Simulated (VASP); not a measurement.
Write the native input for VASP 6.6.1 that does the following.

| Property | Result |
| --- | --- |
| Task | relaxation of cell and atoms |
| Functional | PBE |
| Potentials or basis | VASP PAW PBE potentials, release 64 (Sc_sv, B, P) |
| Cutoff | 600 eV |
| k mesh | 3 × 3 × 3 |
| Occupations | gaussian, width 0.2 eV |
| Spin | no spin polarisation |
| Dipole correction | no |
| Further INCAR settings | ALGO = Normal; EDIFF = 1e-07; IBRION = 2; EDIFFG = -0.08; NSW = 36; ISIF = 3 |

The structure of ScB2P3 lies in POSCAR:

```
ScB2P3
1.0
    5.4000000000     -3.1000000000      0.0000000000
    5.4000000000      3.1000000000      0.0000000000
    0.0000000000      0.0000000000      5.3500000000
Sc B P
2 4 6
Direct
    0.1600000000      0.8400000000      0.5000000000
    0.8400000000      0.1600000000      0.0000000000
    0.5050000000      0.8350000000      0.0000000000
    0.1650000000      0.4950000000      0.0000000000
    0.8350000000      0.5050000000      0.5000000000
    0.4950000000      0.1650000000      0.5000000000
    0.8800000000      0.1200000000      0.4400000000
    0.4750000000      0.8350000000      0.3850000000
    0.1650000000      0.5250000000      0.3850000000
    0.1200000000      0.8800000000      0.9400000000
    0.8350000000      0.4750000000      0.8850000000
    0.5250000000      0.1650000000      0.8850000000
```

The input as run:

INCAR

```
ALGO = Normal ; EDIFF = 1E-7
EDIFFG = -0.08 ; ENCUT = 600
GGA = PE ; IBRION = 2
ISIF = 3 ; ISMEAR = 0
LASPH = T ; LCHARG = F
LREAL = F ; LWAVE = F
NELM = 80 ; NSW = 36
PREC = Accurate ; SIGMA = 0.2
```

KPOINTS

```
k-points
0
Gamma
  3 3 3
```

Potentials or basis: VASP PAW PBE potentials, release 64 (Sc_sv, B, P).

Launch:

```bash
$ cat potpaw_PBE.64/Sc_sv/POTCAR potpaw_PBE.64/B/POTCAR potpaw_PBE.64/P/POTCAR > POTCAR
$ mpirun -np 1 vasp_std > vasp.out
```

Results of the run:

| Item | Value |
| --- | --- |
| Relaxed volume | 14.94 Å³/atom |
| Relaxed cell | a = 6.249 Å, b = 6.249 Å, c = 5.338 Å, α = 90.00°, β = 90.00°, γ = 59.32° |
| Space group after relaxing (to 0.1 Å) | Cmc2_1 (No. 36) |
| Energy gained by relaxing | 1966.3 meV/atom |
| Ionic steps | 34 |
| Pressure after relaxing | 0.0 GPa |
| Largest force after relaxing | 0.060 eV/Å |
| Band gap on the k mesh | 0.13 eV |

Caveat: semilocal functionals underestimate gaps, and a narrow one can read as zero; the relaxation stopped at a loose force limit of 0.08 eV/Å, so its end isn't a converged minimum.

Wall time 19 min on 1 thread of AMD EPYC 9R45 96-Core Processor (Zen 5) (shared host), peak memory 0.37 GiB.
